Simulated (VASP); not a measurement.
# BaO in VASP: single point with PBE

Aim: the single point of BaO with PBE.

Program: VASP 6.6.1. These are calculated values, not measurements. Logs are shortened: lines on timing, memory, paths and dates and some standing lists are left out, and cuts for length are marked.

### Step 1. The cell of the first run

The cell holds a slab with vacuum, 8 atoms: a = 3.889 Å, b = 3.889 Å, c = 23.250 Å, α = 90.00°, β = 90.00°, γ = 90.00°.

### Step 2. Single point, PBE

INCAR reads:

```
  ALGO = Normal
  DIPOL = 0.5 0.5 0.500
  EDIFF = 1E-6
  ENCUT = 520
  GGA = PE
  IDIPOL = 3
  ISIF = 2
  ISMEAR = -1
  LASPH = T
  LCHARG = F
  LDIPOL = T
  LREAL = F
  LWAVE = F
  NBANDS = 42
  NELM = 100
  PREC = Accurate
  SIGMA = 0.05
```

KPOINTS reads:

```
k-points
0
Gamma
  7 7 1
```

POSCAR reads:

```
BaO
1.0
    3.8890872965      0.0000000000      0.0000000000
    0.0000000000      3.8890872965      0.0000000000
    0.0000000000      0.0000000000     23.2500000000
Ba O
4 4
Direct
    0.5000000000      0.5000000000      0.3225806452
    0.0000000000      0.0000000000      0.4408602151
    0.5000000000      0.5000000000      0.5591397849
    0.0000000000      0.0000000000      0.6774193548
    0.0000000000      0.0000000000      0.3225806452
    0.5000000000      0.5000000000      0.4408602151
    0.0000000000      0.0000000000      0.5591397849
    0.5000000000      0.5000000000      0.6774193548
```

Potentials or basis: VASP PAW PBE potentials, release 64 (Ba_sv, O).

Command:

```bash
$ cat potpaw_PBE.64/Ba_sv/POTCAR potpaw_PBE.64/O/POTCAR > POTCAR
$ mpirun -np 1 vasp_std > vasp.out
```

OUTCAR:

```text
EDIFF = 1E-6
   ENCUT = 520
   GGA = PE
   ISIF = 2
   ISMEAR = -1
   LASPH = T
   LREAL = F
   NELM = 100
   PREC = Accurate

 ion  position               nearest neighbor table
   1  0.500  0.500  0.323-   5 2.75   5 2.75   5 2.75   5 2.75   6 2.75   2 3.89   2 3.89   2 3.89
                             2 3.89
   2  0.000  0.000  0.441-   7 2.75   6 2.75   6 2.75   6 2.75   6 2.75   5 2.75   3 3.89   3 3.89
                             3 3.89   3 3.89   1 3.89   1 3.89   1 3.89   1 3.89
   3  0.500  0.500  0.559-   6 2.75   7 2.75   7 2.75   7 2.75   7 2.75   8 2.75   2 3.89   2 3.89
                             2 3.89   2 3.89   4 3.89   4 3.89   4 3.89   4 3.89
   4  0.000  0.000  0.677-   8 2.75   8 2.75   8 2.75   8 2.75   7 2.75   3 3.89   3 3.89   3 3.89
                             3 3.89
   5  0.000  0.000  0.323-   1 2.75   1 2.75   1 2.75   1 2.75   2 2.75
   6  0.500  0.500  0.441-   3 2.75   2 2.75   2 2.75   2 2.75   2 2.75   1 2.75
   7  0.000  0.000  0.559-   2 2.75   3 2.75   3 2.75   3 2.75   3 2.75   4 2.75
   8  0.500  0.500  0.677-   4 2.75   4 2.75   4 2.75   4 2.75   3 2.75

  LATTYP: Found a simple tetragonal cell.
 ALAT       =     3.8890872965
 C/A-ratio  =     5.9782664228

  Lattice vectors:

 A1 = (   3.8890872965,   0.0000000000,   0.0000000000)
 A2 = (   0.0000000000,   3.8890872965,   0.0000000000)
 A3 = (   0.0000000000,   0.0000000000,  23.2500000000)

Analysis of symmetry for initial positions (statically):
=====================================================================
 Subroutine PRICEL returns:
 Original cell was already a primitive cell.

 Routine SETGRP: Setting up the symmetry group for a
 simple tetragonal supercell.

 Subroutine GETGRP returns: Found 16 space group operations
 (whereof  8 operations were pure point group operations)
 out of a pool of 16 trial point group operations.

The static configuration has the point symmetry C_4v.
 The point group associated with its full space group is D_4h.

Analysis of symmetry for dynamics (positions and initial velocities):
=====================================================================
 Subroutine PRICEL returns:
 Original cell was already a primitive cell.

 Routine SETGRP: Setting up the symmetry group for a
 simple tetragonal supercell.

 Subroutine GETGRP returns: Found 16 space group operations
 (whereof  8 operations were pure point group operations)
 out of a pool of 16 trial point group operations.

The dynamic configuration has the point symmetry C_4v.
 The point group associated with its full space group is D_4h.

 Subroutine INISYM returns: Found 16 space group operations
 (whereof  8 operations are pure point group operations),
 and found     1 'primitive' translations

----------------------------------------------------------------------------------------

                                     Primitive cell

  volume of cell :     351.6562

  direct lattice vectors                    reciprocal lattice vectors
     3.889087297  0.000000000  0.000000000     0.257129739  0.000000000  0.000000000
     0.000000000  3.889087297  0.000000000     0.000000000  0.257129739  0.000000000
     0.000000000  0.000000000 23.250000000     0.000000000  0.000000000  0.043010753

  length of vectors
     3.889087297  3.889087297 23.250000000     0.257129739  0.257129739  0.043010753

  position of ions in fractional coordinates (direct lattice)
     0.500000000  0.500000000  0.322580645
     0.000000000  0.000000000  0.440860215
     0.500000000  0.500000000  0.559139785
     0.000000000  0.000000000  0.677419355
     0.000000000  0.000000000  0.322580645
     0.500000000  0.500000000  0.440860215
     0.000000000  0.000000000  0.559139785
     0.500000000  0.500000000  0.677419355

  ion indices of the primitive-cell ions
   primitive index   ion index
                 1           1
                 2           2
                 3           3
                 4           4
                 5           5
                 6           6
                 7           7
                 8           8

----------------------------------------------------------------------------------------

 KPOINTS: k-points

Automatic generation of k-mesh.
 Grid dimensions read from file:
 generate k-points for:    7    7    1

 Generating k-lattice:

  Cartesian coordinates                     Fractional coordinates (reciprocal lattice)
     0.036732820  0.000000000  0.000000000     0.142857143  0.000000000  0.000000000
     0.000000000  0.036732820  0.000000000     0.000000000  0.142857143  0.000000000
     0.000000000  0.000000000  0.043010753     0.000000000  0.000000000  1.000000000

  Length of vectors
     0.036732820  0.036732820  0.043010753

  Shift w.r.t. Gamma in fractional coordinates (k-lattice)
     0.000000000  0.000000000  0.000000000

 Subroutine IBZKPT returns following result:
 ===========================================

 Found     10 irreducible k-points:

 Following reciprocal coordinates:
            Coordinates               Weight
  0.000000  0.000000  0.000000      1.000000
  0.142857  0.000000  0.000000      4.000000
  0.285714  0.000000  0.000000      4.000000
  0.428571  0.000000  0.000000      4.000000
  0.142857  0.142857  0.000000      4.000000
  0.285714  0.142857  0.000000      8.000000
  0.428571  0.142857  0.000000      8.000000
  0.285714  0.285714  0.000000      4.000000
  0.428571  0.285714  0.000000      8.000000
  0.428571  0.428571  0.000000      4.000000
   k-points           NKPTS =     10   k-points in BZ     NKDIM =     10   number of bands    NBANDS=     42
   number of dos      NEDOS =    301   number of ions     NIONS =      8
   total plane-waves  NPLWV = 162000
   dimension x,y,z NGX =    30 NGY =   30 NGZ =  180
   dimension x,y,z NGXF=    60 NGYF=   60 NGZF=  360
   ions per type =               4   4
   NGX,Y,Z   is equivalent  to a cutoff of  12.82, 12.82, 12.87 a.u.
   NGXF,Y,Z  is equivalent  to a cutoff of  25.65, 25.65, 25.74 a.u.
 SYSTEM =  unknown system
   PREC   = accura    normal or accurate (medium, high low for compatibility)
   ISTART =      0    job   : 0-new  1-cont  2-samecut
   ICHARG =      2    charge: 1-file 2-atom 10-const
   ISPIN  =      1    spin polarized calculation?
   LNONCOLLINEAR =      F non collinear calculations
   LSORBIT =      F    spin-orbit coupling
   LASPH  =      T    aspherical Exc in radial PAW
   ENCUT  =  520.0 eV  38.22 Ry    6.18 a.u.   7.23  7.23 43.23*2*pi/ulx,y,z
   NELM   =    100;   NELMIN=  2; NELMDL= -5     # of ELM steps
   EDIFF  = 0.1E-05   stopping-criterion for ELM
   LREAL  =      F    real-space projection
   EDIFFG = 0.1E-04   stopping-criterion for IOM
   NSW    =      0    number of steps for IOM
   IBRION =     -1    ionic relax: 0-MD 1-quasi-New 2-CG
   NFREE  =      0    steps in history (QN), initial steepest desc. (CG)
   ISIF   =      2    stress and relaxation
   ISYM   =      2    0-nonsym 1-usesym 2-fastsym
   POTIM  = 0.5000    time-step for ionic-motion
   TEBEG  =    0.0;   TEEND  =   0.0 temperature during run
   PSTRESS=    0.0 pullay stress
   NELECT =      64.0000    total number of electrons
   NUPDOWN=      -1.0000    fix difference up-down
   EMIN   =  10.00;   EMAX   =-10.00  energy-range for DOS
   EFERMI =   0.00;   METHOD = LEGACY
   ISMEAR =    -1;   SIGMA  =   0.05  broadening in eV -4-tet -1-fermi 0-gaus
   EFERMI_NEDOS =   21; number of points for ismear=-14 and -15
   IALGO  =     38    algorithm
   IMIX   =      4    mixing-type and parameters
     AMIX     =   0.40;   BMIX     =  1.00
     AMIX_MAG =   1.60;   BMIX_MAG =  1.00
  volume/ion in A,a.u.               =      43.96       296.64
  Fermi-wavevector in a.u.,A,eV,Ry     =   0.927745  1.753184 11.710686  0.860711
  Thomas-Fermi vector in A             =   2.053848
   LORBIT       =      0    0 simple, 1 ext, 2 COOP (PROOUT), +10 PAW based schemes
   GGA     = PE    functional components
   LHFCALC =     F    Hartree Fock is set to
   AEXX    =    0.0000 exact exchange contribution
   IVDW    =     0    specifies the selected vdW correction
   LEPSILON=     F    determine dielectric tensor
   LRPA    =     F    only Hartree local field effects (RPA)
 non-spin polarized calculation
  energy-cutoff  :      520.00
  volume of cell :      351.66
 maximum number of plane-waves:      9488
 NGX is ok and might be reduce to    30
   NGX = 15   NGY = 15   NGZ = 87

 dipolmoment           0.000000      0.000000      0.000000 electrons x Angstroem

 number of electron      64.0000020 magnetization

 dipolmoment           0.000000      0.000000     -0.000000 electrons x Angstroem

 Free energy of the ion-electron system (eV)
  ---------------------------------------------------
  ext. energy  EPLUGINS =         0.00000000
  ---------------------------------------------------
  free energy    TOTEN  =       -46.51107380 eV

  energy without entropy =      -46.51107380  energy(sigma->0) =      -46.51107380

 E-fermi :   0.2822     XC(G=0):  -5.1892

 val. band max:       -0.7128449377   @ k =   0.4286   0.4286   0.0000
 cond. band min:       1.1766284308   @ k =   0.0000   0.0000   0.0000
 fundamental gap:      1.8894733685
 Fermi energy:         0.2821775022

 k-point     1 :       0.0000    0.0000    0.0000
  band No.  band energies     occupation
      1     -26.9089      2.00000
      2     -26.8836      2.00000
      3     -26.7073      2.00000
      4     -26.5528      2.00000
      5     -16.3593      2.00000
      6     -16.2718      2.00000
[... 34 lines left out ...]
     41       3.7730      0.00000
     42       4.1169      0.00000

 k-point     2 :       0.1429    0.0000    0.0000
  band No.  band energies     occupation
      1     -26.8828      2.00000
      2     -26.8626      2.00000
      3     -26.6891      2.00000
      4     -26.5463      2.00000
      5     -16.4445      2.00000
      6     -16.3638      2.00000
[... 34 lines left out ...]
     41       4.1191      0.00000
     42       4.2766      0.00000

 k-point     3 :       0.2857    0.0000    0.0000
  band No.  band energies     occupation
      1     -26.8225      2.00000
      2     -26.8137      2.00000
      3     -26.6434      2.00000
      4     -26.5377      2.00000
      5     -16.6290      2.00000
      6     -16.5703      2.00000
[... 34 lines left out ...]
     41       4.7392      0.00000
     42       4.7428      0.00000

 k-point     4 :       0.4286    0.0000    0.0000
  band No.  band energies     occupation
      1     -26.7731      2.00000
      2     -26.7721      2.00000
      3     -26.5895      2.00000
      4     -26.5491      2.00000
      5     -16.7638      2.00000
      6     -16.7421      2.00000
[... 34 lines left out ...]
     41       5.0734      0.00000
     42       5.4614      0.00000

 k-point     5 :       0.1429    0.1429    0.0000
  band No.  band energies     occupation
      1     -26.8587      2.00000
      2     -26.8427      2.00000
      3     -26.6709      2.00000
      4     -26.5392      2.00000
      5     -16.4955      2.00000
      6     -16.4229      2.00000
[... 34 lines left out ...]
     41       4.1755      0.00000
     42       4.2480      0.00000

 k-point     6 :       0.2857    0.1429    0.0000
  band No.  band energies     occupation
      1     -26.8034      2.00000
      2     -26.7965      2.00000
      3     -26.6253      2.00000
      4     -26.5285      2.00000
      5     -16.6141      2.00000
      6     -16.5635      2.00000
[... 34 lines left out ...]
     41       4.6096      0.00000
     42       4.8732      0.00000

 k-point     7 :       0.4286    0.1429    0.0000
  band No.  band energies     occupation
      1     -26.7585      2.00000
      2     -26.7576      2.00000
      3     -26.5728      2.00000
      4     -26.5362      2.00000
      5     -16.7066      2.00000
      6     -16.6883      2.00000
[... 34 lines left out ...]
     41       5.0386      0.00000
     42       5.0713      0.00000

 k-point     8 :       0.2857    0.2857    0.0000
  band No.  band energies     occupation
      1     -26.7601      2.00000
      2     -26.7572      2.00000
      3     -26.5808      2.00000
      4     -26.5111      2.00000
      5     -16.5863      2.00000
      6     -16.5553      2.00000
[... 34 lines left out ...]
     41       4.8651      0.00000
     42       4.9555      0.00000

 k-point     9 :       0.4286    0.2857    0.0000
  band No.  band energies     occupation
      1     -26.7252      2.00000
      2     -26.7247      2.00000
      3     -26.5337      2.00000
      4     -26.5080      2.00000
      5     -16.5690      2.00000
      6     -16.5592      2.00000
[... 34 lines left out ...]
     41       5.1954      0.00000
     42       5.3199      0.00000

 k-point    10 :       0.4286    0.4286    0.0000
  band No.  band energies     occupation
      1     -26.6981      2.00000
      2     -26.6980      2.00000
      3     -26.4982      2.00000
      4     -26.4889      2.00000
      5     -16.4478      2.00000
      6     -16.4455      2.00000
[... 34 lines left out ...]
     41       5.3684      0.00000
     42       5.6800      0.00000

------------------------ aborting loop because EDIFF is reached ----------------------------------------

 vacuum level on the upper side and lower side of the slab       (xc-potential included)        -0.148        -0.148

  FORCE on cell =-STRESS in cart. coord.  units (eV):
  Direction    XX          YY          ZZ          XY          YZ          ZX
  --------------------------------------------------------------------------------------
  -------------------------------------------------------------------------------------
  Total        1.8851199      1.8851199      1.6726668      0.0000000      0.0000000     -0.0000000
  in kB        8.5887749      8.5887749      7.6208196      0.0000000      0.0000000     -0.0000000
  external PRESSURE =       8.2661231 kB  Pullay stress =       0.0000000 kB

 VOLUME and BASIS-vectors are now :
 -----------------------------------------------------------------------------
  energy-cutoff  :      520.00
  volume of cell :      351.66
      direct lattice vectors                 reciprocal lattice vectors
     3.889087297  0.000000000  0.000000000     0.257129739  0.000000000  0.000000000
     0.000000000  3.889087297  0.000000000     0.000000000  0.257129739  0.000000000
     0.000000000  0.000000000 23.250000000     0.000000000  0.000000000  0.043010753

 POSITION                                       TOTAL-FORCE (eV/Angst)
 -----------------------------------------------------------------------------------
      1.94454      1.94454      7.50000        -0.000000      0.000000     -0.540476
      0.00000      0.00000     10.25000         0.000000     -0.000000     -0.149677
      1.94454      1.94454     13.00000         0.000000     -0.000000      0.149677
      0.00000      0.00000     15.75000         0.000000     -0.000000      0.540476
      0.00000      0.00000      7.50000         0.000000      0.000000      0.471097
      1.94454      1.94454     10.25000         0.000000     -0.000000     -0.283292
      0.00000      0.00000     13.00000         0.000000      0.000000      0.283292
      1.94454      1.94454     15.75000         0.000000     -0.000000     -0.471097
 -----------------------------------------------------------------------------------
    total drift:                                0.000000      0.000000      0.000000

  FREE ENERGIE OF THE ION-ELECTRON SYSTEM (eV)
  ---------------------------------------------------
  free  energy   TOTEN  =       -46.5110738042 eV

  energy  without entropy=      -46.5110738027  energy(sigma->0) =      -46.51107380

 vacuum level on the upper side and lower side of the slab         2.467         2.467
```

Wall time 3 min (1 thread of Intel Xeon Platinum 8488C (Sapphire Rapids), shared host); peak memory 0.45 GiB.

Results:

```yaml
Free_energy: -46.5111 eV
Largest_force: 0.540 eV/Å
Band_gap_on_the_k_mesh: 1.89 eV (least direct gap 2.02 eV)
```

Forces in eV/Å, atoms in the order of the input:
```
Ba   0.000  0.000 -0.540
Ba   0.000  0.000 -0.150
Ba   0.000  0.000  0.150
Ba   0.000  0.000  0.540
O    0.000  0.000  0.471
O    0.000  0.000 -0.283
O    0.000  0.000  0.283
O    0.000  0.000 -0.471
```

Caveat: spin-orbit coupling is left out, which moves the levels of the heavy elements.
